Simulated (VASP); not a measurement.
# SiC (C222_1) in VASP: further runs, part 3 of 3

VASP 6.6.1.

**5. Single point, PBE (mode 7 (741.2 1/cm) frozen in, largest displacement +0.263 Å)**

Input file INCAR:

```
SYSTEM = SiC
ALGO = Normal
EDIFF = 1E-6
ENCUT = 600
GGA = PE
GGA_COMPAT = .False.
ISIF = 2
ISMEAR = 0
LASPH = .True.
LCHARG = .False.
LREAL = .False.
LWAVE = .False.
NBANDS = 16
NELM = 120
PREC = Accurate
SIGMA = 0.05
```

Input file KPOINTS:

```
k-points
0
Gamma
  10 10 6
  0 0 0
```

Input file POSCAR:

```
SiC
1.0
    0.0000000000     -2.1898640950     -2.1898640950
    0.0000000000      2.1898640950     -2.1898640950
    4.3797281900      0.0000000000      0.0000000000
Si C
2 2
Direct
    0.5168500627      0.5168500627      0.5000000000
   -0.0168500627     -0.0168500627      0.0000000000
    0.9400647737      0.5599352263      0.2500000000
    0.5599352263     -0.0599352263      0.7500000000
```

Potentials or basis: VASP PAW PBE potentials, release 64 (Si, C).

Started as:

```console
$ cat potpaw_PBE.64/Si/POTCAR potpaw_PBE.64/C/POTCAR > POTCAR
$ mpirun -np 1 vasp_std > vasp.out
```

OUTCAR:

```text
SYSTEM = SiC
   EDIFF = 1E-6
   ENCUT = 600
   GGA = PE
   ISIF = 2
   ISMEAR = 0
   LASPH = .True.
   LREAL = .False.
   NELM = 120
   PREC = Accurate

 ion  position               nearest neighbor table
   1  0.517  0.517  0.500-   3 1.71   4 1.71   4 2.10   3 2.10   2 2.99   2 2.99   2 3.10   2 3.10
                             2 3.10   2 3.10
   2  0.983  0.983  0.000-   3 1.71   4 1.71   4 2.10   3 2.10   1 2.99   1 2.99   1 3.10   1 3.10
                             1 3.10   1 3.10
   3  0.940  0.560  0.250-   1 1.71   2 1.71   1 2.10   2 2.10
   4  0.560  0.940  0.750-   1 1.71   2 1.71   1 2.10   2 2.10

  LATTYP: Found a simple tetragonal cell.
 ALAT       =     3.0969355029
 C/A-ratio  =     1.4142135624

  Lattice vectors:

 A1 = (   0.0000000000,  -2.1898640950,  -2.1898640950)
 A2 = (   0.0000000000,   2.1898640950,  -2.1898640950)
 A3 = (   4.3797281900,   0.0000000000,   0.0000000000)

Analysis of symmetry for initial positions (statically):
=====================================================================
 Subroutine PRICEL returns:
 Original cell was already a primitive cell.

[... 179 lines left out ...]
 cond. band min:       8.9233045116   @ k =   0.5000   0.5000   0.0000
 fundamental gap:      0.7562740538
 Fermi energy:         8.4487475829

 k-point     1 :       0.0000    0.0000    0.0000
  band No.  band energies     occupation
      1      -7.5165      2.00000
      2      -2.5383      2.00000
      3      -0.1026      2.00000
      4       4.6369      2.00000
      5       4.7729      2.00000
      6       7.3781      2.00000
[... 433 lines left out ...]
      3       0.5277      2.00000
      4       2.9180      2.00000
      5       3.0067      2.00000
      6       4.1445      2.00000
[... 8 lines left out ...]
     15      19.2596      0.00000
     16      20.0679      0.00000

 [... further k-points ...]

------------------------ aborting loop because EDIFF is reached ----------------------------------------

  FORCE on cell =-STRESS in cart. coord.  units (eV):
  Direction    XX          YY          ZZ          XY          YZ          ZX
  --------------------------------------------------------------------------------------
  -------------------------------------------------------------------------------------
  Total        7.4445755      1.1290893      4.6021025      0.0000000      0.0000000      0.0000000
  in kB      283.9481471     43.0652936    175.5316314      0.0000000      0.0000000      0.0000000
  external PRESSURE =     167.5150240 kB  Pullay stress =       0.0000000 kB

 VOLUME and BASIS-vectors are now :
 -----------------------------------------------------------------------------
  energy-cutoff  :      600.00
  volume of cell :       42.01
      direct lattice vectors                 reciprocal lattice vectors
     0.000000000 -2.189864095 -2.189864095     0.000000000 -0.228324671 -0.228324671
     0.000000000  2.189864095 -2.189864095     0.000000000  0.228324671 -0.228324671
     4.379728190  0.000000000  0.000000000     0.228324671  0.000000000  0.000000000

 POSITION                                       TOTAL-FORCE (eV/Angst)
 -----------------------------------------------------------------------------------
      2.18986      0.00000     -2.26366        -0.000000      0.000000      4.574511
      0.00000      0.00000     -4.30593        -0.000000      0.000000     -4.574511
      1.09493     -0.83243     -3.28480        -0.000000     -6.311355     -0.000000
      3.28480      0.83243     -3.28480         0.000000      6.311355     -0.000000
 -----------------------------------------------------------------------------------
    total drift:                                0.000000     -0.000000     -0.000000

  FREE ENERGIE OF THE ION-ELECTRON SYSTEM (eV)
  ---------------------------------------------------
  free  energy   TOTEN  =       -28.1351443088 eV

  energy  without entropy=      -28.1351443088  energy(sigma->0) =      -28.13514431
```

OSZICAR:

```text
N       E                     dE             d eps       ncg     rms          rms(c)
DAV:   1     0.330289891784E+02    0.33029E+02   -0.77658E+03  3968   0.980E+02
DAV:   2    -0.297015395648E+02   -0.62731E+02   -0.56489E+02  5480   0.170E+02
DAV:   3    -0.326751014507E+02   -0.29736E+01   -0.29576E+01  5208   0.344E+01
DAV:   4    -0.326980220697E+02   -0.22921E-01   -0.22917E-01  4896   0.366E+00
DAV:   5    -0.326982460901E+02   -0.22402E-03   -0.22401E-03  5232   0.350E-01    0.138E+01
DAV:   6    -0.282257768362E+02    0.44725E+01   -0.75933E+00  5152   0.177E+01    0.598E+00
DAV:   7    -0.281595829463E+02    0.66194E-01   -0.12149E+00  5448   0.670E+00    0.277E+00
DAV:   8    -0.281366889921E+02    0.22894E-01   -0.62565E-02  4544   0.163E+00    0.730E-01
DAV:   9    -0.281349004865E+02    0.17885E-02   -0.82433E-03  5536   0.647E-01    0.165E-01
DAV:  10    -0.281351164200E+02   -0.21593E-03   -0.13464E-03  4984   0.239E-01    0.667E-02
DAV:  11    -0.281351422985E+02   -0.25879E-04   -0.70594E-05  5432   0.566E-02    0.324E-02
DAV:  12    -0.281351421126E+02    0.18589E-06   -0.10804E-05  4712   0.223E-02    0.119E-02
DAV:  13    -0.281351442371E+02   -0.21244E-05   -0.49973E-06  5064   0.158E-02    0.344E-03
DAV:  14    -0.281351443088E+02   -0.71702E-07   -0.14192E-07  2664   0.273E-03
   1 F= -.28135144E+02 E0= -.28135144E+02  d E =-.767735E-18
```

stdout:

```text
POSCAR found type information on POSCAR SiC
 POSCAR found :  2 types and       4 ions
 scaLAPACK will be used
 LDA part: xc-table for (Slater+PW92), standard interpolation
 POSCAR, INCAR and KPOINTS ok, starting setup
 FFT: planning ... GRIDC
 FFT: planning ... GRID_SOFT
 FFT: planning ... GRID
 WAVECAR not read
 entering main loop
```

It took 39 s on 1 thread of Intel Xeon 6975P-C (Granite Rapids), shared host; peak memory 0.22 GiB.

What came out:

```yaml
Free_energy: -28.1351 eV
Pressure: 16.8 GPa
Largest_force: 6.311 eV/Å
Band_gap_on_the_k_mesh: 0.76 eV, indirect (least direct gap 1.80 eV)
```

Forces on the atoms (eV/Å):
```
Si   0.000  0.000  4.575
Si   0.000  0.000 -4.575
C    0.000 -6.311  0.000
C    0.000  6.311  0.000
```

Stress tensor (GPa, compression positive):
```
28.39  0.00  0.00
 0.00  4.31  0.00
 0.00  0.00 17.55
```

Caveat: the cell differs from its parent crystal (mode 7 (741.2 1/cm) frozen in, largest displacement +0.263 Å); forces of over 1 eV/Å act on the atoms, so gaps and moduli don't describe the material at rest. A k mesh can miss the band edges.

**6. Single point, PBE (mode 7 (741.2 1/cm) frozen in, largest displacement +0.188 Å)**

Input file INCAR:

```
PREC = Accurate ; ENCUT = 600
EDIFF = 1E-6 ; ISMEAR = 0
SIGMA = 0.05 ; LREAL = F
LASPH = T ; NELM = 120
ALGO = Normal ; ISIF = 2
LWAVE = F ; LCHARG = F
GGA = PE ; NBANDS = 16
GGA_COMPAT = F
```

Input file KPOINTS:

```
regular mesh
0
Gamma
  10 10 6
```

Input file POSCAR:

```
SiC
1.0
    0.0000000000     -2.1898640950     -2.1898640950
    0.0000000000      2.1898640950     -2.1898640950
    4.3797281900      0.0000000000      0.0000000000
Si C
2 2
Direct
    0.5120357591      0.5120357591      0.5000000000
   -0.0120357591     -0.0120357591      0.0000000000
    0.9571891241      0.5428108759      0.2500000000
    0.5428108759     -0.0428108759      0.7500000000
```

Potentials or basis: VASP PAW PBE potentials, release 64 (Si, C).

Started as:

```console
$ cat potpaw_PBE.64/Si/POTCAR potpaw_PBE.64/C/POTCAR > POTCAR
$ mpirun -np 1 vasp_std > vasp.out
```

OUTCAR:

```text
PREC = Accurate
   ENCUT = 600
   EDIFF = 1E-6
   ISMEAR = 0
   LREAL = F
   LASPH = T
   NELM = 120
   ISIF = 2
   GGA = PE

 ion  position               nearest neighbor table
   1  0.512  0.512  0.500-   3 1.76   4 1.76   4 2.04   3 2.04   2 3.02   2 3.02   2 3.10   2 3.10
                             2 3.10   2 3.10
   2  0.988  0.988  0.000-   3 1.76   4 1.76   4 2.04   3 2.04   1 3.02   1 3.02   1 3.10   1 3.10
                             1 3.10   1 3.10
   3  0.957  0.543  0.250-   1 1.76   2 1.76   1 2.04   2 2.04
   4  0.543  0.957  0.750-   1 1.76   2 1.76   1 2.04   2 2.04
[... 661 lines left out ...]
  --------------------------------------------------------------------------------------
  -------------------------------------------------------------------------------------
  Total        3.7197262      0.5887785      2.3424124      0.0000000      0.0000000      0.0000000
  in kB      141.8763739     22.4569636     89.3433974      0.0000000      0.0000000      0.0000000
  external PRESSURE =      84.5589117 kB  Pullay stress =       0.0000000 kB

 VOLUME and BASIS-vectors are now :
 -----------------------------------------------------------------------------
  energy-cutoff  :      600.00
  volume of cell :       42.01
      direct lattice vectors                 reciprocal lattice vectors
     0.000000000 -2.189864095 -2.189864095     0.000000000 -0.228324671 -0.228324671
     0.000000000  2.189864095 -2.189864095     0.000000000  0.228324671 -0.228324671
     4.379728190  0.000000000  0.000000000     0.228324671  0.000000000  0.000000000

 POSITION                                       TOTAL-FORCE (eV/Angst)
 -----------------------------------------------------------------------------------
      2.18986      0.00000     -2.24258         0.000000      0.000000      3.131473
      0.00000      0.00000     -4.32701         0.000000      0.000000     -3.131473
      1.09493     -0.90743     -3.28480         0.000000     -4.536164     -0.000000
      3.28480      0.90743     -3.28480         0.000000      4.536164     -0.000000
 -----------------------------------------------------------------------------------
    total drift:                               -0.000000     -0.000000      0.000000

  FREE ENERGIE OF THE ION-ELECTRON SYSTEM (eV)
  ---------------------------------------------------
  free  energy   TOTEN  =       -29.1111110377 eV

  energy  without entropy=      -29.1111110377  energy(sigma->0) =      -29.11111104
```

It took 36 s on 1 thread of Intel Xeon 6975P-C (Granite Rapids), shared host; peak memory 0.22 GiB.

Results:

- Free energy: -29.1111 eV
- Pressure: 8.5 GPa
- Largest force: 4.536 eV/Å
- Band gap on the k mesh: 1.05 eV, indirect (least direct gap 1.61 eV)

Forces in eV/Å, atoms in the order of the input:
```
Si   0.000  0.000  3.131
Si   0.000  0.000 -3.131
C    0.000 -4.536  0.000
C    0.000  4.536  0.000
```

Caveat: the cell differs from its parent crystal (mode 7 (741.2 1/cm) frozen in, largest displacement +0.188 Å); forces of over 1 eV/Å act on the atoms, so gaps and moduli don't describe the material at rest. A k mesh can miss the band edges.
